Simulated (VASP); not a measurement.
# Ir (Immm) in VASP: notebook

The runs below take Ir through single point, with LDA.

Program: VASP 6.6.1. These are calculated values, not measurements. Logs are shortened: lines on timing, memory, paths and dates and some standing lists are left out, and cuts for length are marked.

## (1) The cell of the first run

It takes space group Immm (No. 71, orthorhombic). Conventional cell: a = 2.546 Å, b = 2.843 Å, c = 3.811 Å, α = 90.00°, β = 90.00°, γ = 90.00°. Ir (site symmetry mmm) has 12 Ir at 2.55 to 2.84 Å within 3.4 Å.

## (2) Single point, LDA (engineering shear strain xz -0.1100, engineering shear strain yz +0.0000)

Contents of INCAR:

```
SYSTEM = Ir
  PREC = Accurate
  ENCUT = 560
  EDIFF = 1E-6
  ISMEAR = 0
  SIGMA = 0.15
  LREAL = .False.
  LASPH = .True.
  NELM = 120
  ALGO = Normal
  ISIF = 2
  LWAVE = .False.
  LCHARG = .False.
  NBANDS = 14
  GGA_COMPAT = .False.
```

Contents of KPOINTS:

```
regular mesh
0
Gamma
  20 20 20
  0 0 0
```

Contents of POSCAR:

```
Ir
1.0
   -0.1047972669      1.9054048527      1.9054048527
    1.8006075858      0.0000000000      1.8006075858
    1.9054048527      1.9054048527     -0.1047972669
Ir
1
Direct
    0.0000000000      0.0000000000      0.0000000000
```

Potentials or basis: VASP PAW LDA potentials, release 64 (Ir_sv_GW).

Command:

```bash
$ cat potpaw_LDA.64/Ir_sv_GW/POTCAR > POTCAR
$ mpirun -np 1 vasp_std > vasp.out
```

OUTCAR:

```text
SYSTEM = Ir
   PREC = Accurate
   ENCUT = 560
   EDIFF = 1E-6
   ISMEAR = 0
   LREAL = .False.
   LASPH = .True.
   NELM = 120
   ISIF = 2

 ion  position               nearest neighbor table
   1  0.000  0.000  0.000-

  LATTYP: Found a body centered orthorhombic cell.
 ALAT       =     2.5464436684
 B/A-ratio  =     1.1164021164
 C/A-ratio  =     1.4965222882

  Lattice vectors:

 A1 = (   1.9054048527,  -1.9054048527,  -0.1047972669)
 A2 = (  -1.9054048527,  -1.9054048527,   0.1047972669)
 A3 = (   0.1047972669,   1.9054048527,  -1.9054048527)

Analysis of symmetry for initial positions (statically):
=====================================================================
 Subroutine PRICEL returns:
 Original cell was already a primitive cell.

 Routine SETGRP: Setting up the symmetry group for a
 body centered orthorhombic supercell.

 Subroutine GETGRP returns: Found  8 space group operations
 (whereof  8 operations were pure point group operations)
 out of a pool of  8 trial point group operations.

The static configuration has the point symmetry D_2h.

Analysis of symmetry for dynamics (positions and initial velocities):
=====================================================================
 Subroutine PRICEL returns:
 Original cell was already a primitive cell.

 Routine SETGRP: Setting up the symmetry group for a
 body centered orthorhombic supercell.

 Subroutine GETGRP returns: Found  8 space group operations
 (whereof  8 operations were pure point group operations)
 out of a pool of  8 trial point group operations.

The dynamic configuration has the point symmetry D_2h.

 Subroutine INISYM returns: Found  8 space group operations
 (whereof  8 operations are pure point group operations),
 and found     1 'primitive' translations

----------------------------------------------------------------------------------------

                                     Primitive cell

  volume of cell :      13.7936

  direct lattice vectors                    reciprocal lattice vectors
    -0.104797267  1.905404853  1.905404853    -0.248731207  0.262411424  0.248731207
     1.800607586  0.000000000  1.800607586     0.277684046 -0.262411424  0.277684046
     1.905404853  1.905404853 -0.104797267     0.248731207  0.262411424 -0.248731207

  length of vectors
     2.696686443  2.546443668  2.696686443     0.438855537  0.472309871  0.438855537

  position of ions in fractional coordinates (direct lattice)
     0.000000000  0.000000000  0.000000000

  ion indices of the primitive-cell ions
   primitive index   ion index
                 1           1

----------------------------------------------------------------------------------------

 KPOINTS: regular mesh

Automatic generation of k-mesh.
 Grid dimensions read from file:
 generate k-points for:   20   20   20

 Generating k-lattice:

  Cartesian coordinates                     Fractional coordinates (reciprocal lattice)
    -0.012436560  0.013120571  0.012436560     0.050000000  0.000000000  0.000000000
     0.013884202 -0.013120571  0.013884202     0.000000000  0.050000000  0.000000000
     0.012436560  0.013120571 -0.012436560     0.000000000  0.000000000  0.050000000

  Length of vectors
     0.021942777  0.023615494  0.021942777

  Shift w.r.t. Gamma in fractional coordinates (k-lattice)
     0.000000000  0.000000000  0.000000000

 Subroutine IBZKPT returns following result:
 ===========================================

 Found   1166 irreducible k-points:

 Following reciprocal coordinates:
            Coordinates               Weight
  0.000000  0.000000  0.000000      1.000000
  0.050000  0.000000  0.000000      4.000000
  0.100000  0.000000 -0.000000      4.000000
  0.150000  0.000000 -0.000000      4.000000
  0.200000  0.000000 -0.000000      4.000000
  0.250000  0.000000  0.000000      4.000000
[... 16 lines left out ...]
 -0.450000  0.050000  0.000000      8.000000
 -0.400000  0.050000 -0.000000      8.000000
 [... further k-points ...]
   k-points           NKPTS =   1166   k-points in BZ     NKDIM =   1166   number of bands    NBANDS=     14
   number of dos      NEDOS =    301   number of ions     NIONS =      1
   total plane-waves  NPLWV =  11520
   dimension x,y,z NGX =    24 NGY =   20 NGZ =   24
   dimension x,y,z NGXF=    48 NGYF=   40 NGZF=   48
   ions per type =               1
   NGX,Y,Z   is equivalent  to a cutoff of  14.80, 13.06, 14.80 a.u.
   NGXF,Y,Z  is equivalent  to a cutoff of  29.59, 26.11, 29.59 a.u.
 SYSTEM =  Ir
   PREC   = accura    normal or accurate (medium, high low for compatibility)
   ISTART =      0    job   : 0-new  1-cont  2-samecut
   ICHARG =      2    charge: 1-file 2-atom 10-const
   ISPIN  =      1    spin polarized calculation?
   LNONCOLLINEAR =      F non collinear calculations
   LSORBIT =      F    spin-orbit coupling
   LASPH  =      T    aspherical Exc in radial PAW
   ENCUT  =  560.0 eV  41.16 Ry    6.42 a.u.   5.20  4.91  5.20*2*pi/ulx,y,z
   NELM   =    120;   NELMIN=  2; NELMDL= -5     # of ELM steps
   EDIFF  = 0.1E-05   stopping-criterion for ELM
   LREAL  =      F    real-space projection
   EDIFFG = 0.1E-04   stopping-criterion for IOM
   NSW    =      0    number of steps for IOM
   IBRION =     -1    ionic relax: 0-MD 1-quasi-New 2-CG
   NFREE  =      0    steps in history (QN), initial steepest desc. (CG)
   ISIF   =      2    stress and relaxation
   ISYM   =      2    0-nonsym 1-usesym 2-fastsym
   POTIM  = 0.5000    time-step for ionic-motion
   TEBEG  =    0.0;   TEEND  =   0.0 temperature during run
   PSTRESS=    0.0 pullay stress
   NELECT =      17.0000    total number of electrons
   NUPDOWN=      -1.0000    fix difference up-down
   EMIN   =  10.00;   EMAX   =-10.00  energy-range for DOS
   EFERMI =   0.00;   METHOD = LEGACY
   ISMEAR =     0;   SIGMA  =   0.15  broadening in eV -4-tet -1-fermi 0-gaus
   EFERMI_NEDOS =   21; number of points for ismear=-14 and -15
   IALGO  =     38    algorithm
   IMIX   =      4    mixing-type and parameters
     AMIX     =   0.40;   BMIX     =  1.00
     AMIX_MAG =   1.60;   BMIX_MAG =  1.00
  volume/ion in A,a.u.               =      13.79        93.08
  Fermi-wavevector in a.u.,A,eV,Ry     =   1.755224  3.316892 41.916963  3.080810
  Thomas-Fermi vector in A             =   2.825011
   LORBIT       =      0    0 simple, 1 ext, 2 COOP (PROOUT), +10 PAW based schemes
   GGA     = CA    functional components
   LHFCALC =     F    Hartree Fock is set to
   AEXX    =    0.0000 exact exchange contribution
   IVDW    =     0    specifies the selected vdW correction
   LEPSILON=     F    determine dielectric tensor
   LRPA    =     F    only Hartree local field effects (RPA)
 non-spin polarized calculation
 Gauss-broadening in eV      SIGMA  =   0.15
  energy-cutoff  :      560.00
  volume of cell :       13.79
 maximum number of plane-waves:       426
 NGX is ok and might be reduce to    24
   NGX = 11   NGY =  9   NGZ = 11

 number of electron      17.0000000 magnetization

 Free energy of the ion-electron system (eV)
  ---------------------------------------------------
  ext. energy  EPLUGINS =         0.00000000
  ---------------------------------------------------
  free energy    TOTEN  =       -10.75418330 eV

  energy without entropy =      -10.74329226  energy(sigma->0) =      -10.74873778

 E-fermi :  13.0902     XC(G=0): -14.9358

 val. band max:       13.0878242739   @ k =   0.5000  -0.4500   0.0500
 cond. band min:      13.0904386980   @ k =   0.4000   0.3500   0.0500
 fundamental gap:      0.0026144242
 Fermi energy:        13.0901744558

 k-point     1 :       0.0000    0.0000    0.0000
  band No.  band energies     occupation
      1     -79.4542      2.00000
      2     -36.1311      2.00000
      3     -36.0908      2.00000
      4     -36.0140      2.00000
      5       1.8055      2.00000
      6       8.2691      2.00000
      7       8.6959      2.00000
      8      10.0598      2.00000
      9      12.0769      2.00000
     10      12.1345      2.00000
     11      26.6378      0.00000
     12      30.7765      0.00000
     13      32.4870      0.00000
     14      34.2396      0.00000

 k-point     2 :       0.0500    0.0000    0.0000
  band No.  band energies     occupation
      1     -79.4527      2.00000
      2     -36.1445      2.00000
      3     -36.0987      2.00000
      4     -36.0168      2.00000
      5       1.9106      2.00000
      6       8.2686      2.00000
      7       8.6829      2.00000
      8      10.1023      2.00000
      9      12.0650      2.00000
     10      12.1093      2.00000
     11      26.8073      0.00000
     12      30.5644      0.00000
     13      32.4761      0.00000
     14      34.4011      0.00000

 k-point     3 :       0.1000    0.0000   -0.0000
  band No.  band energies     occupation
      1     -79.4481      2.00000
      2     -36.1956      2.00000
      3     -36.1088      2.00000
      4     -36.0246      2.00000
      5       2.2160      2.00000
      6       8.2440      2.00000
      7       8.6739      2.00000
      8      10.2139      2.00000
      9      12.0481      2.00000
     10      12.0512      2.00000
     11      27.2827      0.00000
     12      29.8225      0.00000
     13      32.8041      0.00000
     14      34.8778      0.00000
[... 324 lines left out ...]
 k-point    23 :      -0.4500    0.0500    0.0000
  band No.  band energies     occupation
      1     -79.3915      2.00000
      2     -36.8872      2.00000
      3     -36.1644      2.00000
      4     -36.1458      2.00000
      5       4.7459      2.00000
      6       8.4089      2.00000
      7       9.8756      2.00000
      8      11.2975      2.00000
      9      13.4075      0.00277
     10      14.7892      0.00000
     11      20.1329      0.00000
     12      27.1390      0.00000
     13      32.2985      0.00000
     14      34.0387      0.00000

 k-point    24 :      -0.4000    0.0500   -0.0000
  band No.  band energies     occupation
      1     -79.3946      2.00000
      2     -36.8479      2.00000
      3     -36.1610      2.00000
      4     -36.1394      2.00000
      5       4.7368      2.00000
      6       8.4693      2.00000
      7       9.9365      2.00000
      8      10.6145      2.00000
      9      13.1418      0.62678
     10      14.5203      0.00000
     11      21.1753      0.00000
     12      27.4160      0.00000
     13      32.8694      0.00000
     14      34.6027      0.00000

 [... further k-points ...]
[... 5 lines left out ...]
  --------------------------------------------------------------------------------------
  -------------------------------------------------------------------------------------
  Total        0.8306998     -0.0289851      0.8306998      0.0000000      0.0000000      2.8162223
  in kB       96.4891789     -3.3667353     96.4891789      0.0000000      0.0000000    327.1157435
  external PRESSURE =      63.2038742 kB  Pullay stress =       0.0000000 kB

 VOLUME and BASIS-vectors are now :
 -----------------------------------------------------------------------------
  energy-cutoff  :      560.00
  volume of cell :       13.79
      direct lattice vectors                 reciprocal lattice vectors
    -0.104797267  1.905404853  1.905404853    -0.248731207  0.262411424  0.248731207
     1.800607586  0.000000000  1.800607586     0.277684046 -0.262411424  0.277684046
     1.905404853  1.905404853 -0.104797267     0.248731207  0.262411424 -0.248731207

 POSITION                                       TOTAL-FORCE (eV/Angst)
 -----------------------------------------------------------------------------------
      0.00000      0.00000      0.00000        -0.000000      0.000000      0.000000
 -----------------------------------------------------------------------------------
    total drift:                                0.000000      0.000000      0.000000

  FREE ENERGIE OF THE ION-ELECTRON SYSTEM (eV)
  ---------------------------------------------------
  free  energy   TOTEN  =       -10.7541832976 eV

  energy  without entropy=      -10.7432922559  energy(sigma->0) =      -10.74873778
```

Run time: 3.2 min. Hardware: 1 thread of Intel Xeon Platinum 8259CL at 2.50GHz (Skylake/Cascade Lake), shared host; peak memory 0.36 GiB.

What came out:

```
Free energy            : -10.7542 eV
Pressure               : 6.3 GPa
Band gap on the k mesh : zero (an odd number of electrons rules out a gap without spin polarisation)
```

Levels at points of the mesh, in eV from the Fermi level:
| k point | band 4 | band 5 | band 6 | band 7 | band 8 | band 9 | band 10 | band 11 | band 12 | band 13 |
| --- | --- | --- | --- | --- | --- | --- | --- | --- | --- | --- |
| (0.00, 0.00, 0.00) | -49.10 | -11.28 | -4.82 | -4.39 | -3.03 | -1.01 | -0.96 | 13.55 | 17.69 | 19.40 |
| (0.50, 0.00, 0.00) | -49.22 | -8.46 | -4.75 | -3.14 | -1.21 | 0.29 | 1.34 | 6.88 | 13.75 | 19.10 |
| (0.00, 0.50, 0.00) | -49.33 | -8.21 | -4.94 | -3.48 | -0.07 | 0.71 | 1.56 | 8.67 | 12.97 | 17.78 |
| (0.50, 0.50, 0.00) | -49.47 | -8.14 | -7.58 | 0.62 | 1.50 | 1.91 | 1.96 | 11.23 | 11.67 | 11.79 |
| (0.50, 0.00, 0.50) | -49.37 | -8.21 | -7.62 | 1.10 | 1.65 | 1.68 | 1.79 | 9.74 | 10.94 | 13.83 |

Caveat: the cell differs from its parent crystal (engineering shear strain xz -0.1100, engineering shear strain yz +0.0000); the stress differs along the axes, from -0 to 10 GPa; spin-orbit coupling is left out, which moves the levels of the heavy elements.

(Part 1 of 2 ends here.)
